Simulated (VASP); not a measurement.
Zn, 1 atom in the cell. It takes space group Fm-3m (No. 225, cubic). The conventional cell has a = 3.930 Å, b = 3.930 Å, c = 3.930 Å, α = 90.00°, β = 90.00°, γ = 90.00°. Within 3.7 Å of Zn (site symmetry m-3m) lie 12 Zn at 2.78 Å. 

* Program: VASP 6.6.1
* Task: relaxation of cell and atoms
* Functional: PBE
* Potentials or basis: VASP PAW PBE potentials, release 64 (Zn)
* Cutoff: 600 eV
* k mesh: 12 × 12 × 12
* Occupations: fermi-dirac, width 0.05 eV
* Spin: no spin polarisation
* Dipole correction: no
* Further INCAR settings: ALGO = Fast; EDIFF = 1e-06; IBRION = 2; EDIFFG = -0.01; NSW = 60; ISIF = 3

Potentials or basis: VASP PAW PBE potentials, release 64 (Zn).

Run with:

```console
$ cat potpaw_PBE.64/Zn/POTCAR > POTCAR
$ mpirun -np 1 vasp_std > vasp.out
```

Hardware: 1 thread of AMD EPYC 7R43 64-Core Processor (Zen 3) (shared host).

Problem. How long does it take, and how much memory?

Solution. It took 19 s on 1 thread of AMD EPYC 7R43 64-Core Processor (Zen 3) (shared host), peak memory 0.1 GiB. Counts: scf iterations 11, k points 72, ion steps 1.
